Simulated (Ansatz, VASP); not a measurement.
# MoSe in VASP and in Ansatz

File POSCAR:

```
MoSe
1.0
    0.0000000000      2.8928795100      2.8928795100
    2.8928795100      0.0000000000      2.8928795100
    2.8928795100      2.8928795100      0.0000000000
Mo Se
1 1
Direct
    0.0000000000      0.0000000000      0.0000000000
    0.5000000000      0.5000000000      0.5000000000
```

INCAR.step1

```
PREC = Accurate
ENCUT = 520
EDIFF = 1E-5
ISMEAR = -1
SIGMA = 0.05
LREAL = F
LASPH = T
NELM = 150
ALGO = Normal
ISIF = 2
LWAVE = T
MAGMOM = 0 0 0 0 0 0
LORBIT = 11
LSORBIT = T
GGA_COMPAT = F
LORBMOM = T
LMAXMIX = 4
GGA = PE
NBANDS = 32
```

Contents of INCAR.step2:

```
PREC = Accurate
ENCUT = 520
EDIFF = 1E-6
ISMEAR = -1
SIGMA = 0.05
LREAL = F
LASPH = T
NELM = 150
ALGO = Normal
ISIF = 2
LWAVE = F
LCHARG = T
MAGMOM = 0 0 0 0 0 0
LORBIT = 11
LSORBIT = T
GGA_COMPAT = F
LORBMOM = T
LMAXMIX = 4
GGA = PE
LHFCALC = T
HFSCREEN = 0.2079
PRECFOCK = Normal
LVHAR = T
ISTART = 1
NBANDS = 32
```

The input KPOINTS:

```
regular mesh
0
Gamma
  4 4 4
```

input

```
crystal:
  lattice:
    - [0.0, 2.89287951, 2.89287951]
    - [2.89287951, 0.0, 2.89287951]
    - [2.89287951, 2.89287951, 0.0]
  atoms:
    - { symbol: Mo, position: [0.0, 0.0, 0.0] }
    - { symbol: Se, position: [0.5, 0.5, 0.5] }
hamiltonian:
  xc: hse06
  pseudopotentials: { kind: paw_fr }
magnetization:
  noncollinear: true
  spin_orbit: true
kpoints:
  mp_grid: { grid: [4, 4, 4] }
scf:
  occupations: { method: fermi_dirac, width: 0.05 }
output:
  forces: true
  stress: true
  eigenvalues: true
```

Alike in both runs: task single point; functional HSE06; k mesh 4 × 4 × 4; occupations fermi-dirac, width 0.05 eV; non-collinear spin, spin-orbit coupling.

```csv
,VASP,Ansatz
version,VASP 6.6.1,Ansatz 0.2.0
potentials or method,"VASP PAW PBE potentials, release 64 (Mo_sv, Se)",Ansatz PAW
plane-wave cutoff (eV),520,420
valence electrons in the cell,20,30
```

```tsv
	VASP	Ansatz	Ansatz less VASP
pressure (GPa)	-14.9	-15.5	-0.61
net moment per atom (μB)	0.00	0.00	0.000
```

With one functional, cell and mesh, what is left measures potentials, basis and numerics. VASP's potentials hold 20 valence electrons a cell and Ansatz's 30, so a difference there can come from the potentials and not from the codes.

The k mesh is coarse, so the values compare programs but aren't converged.
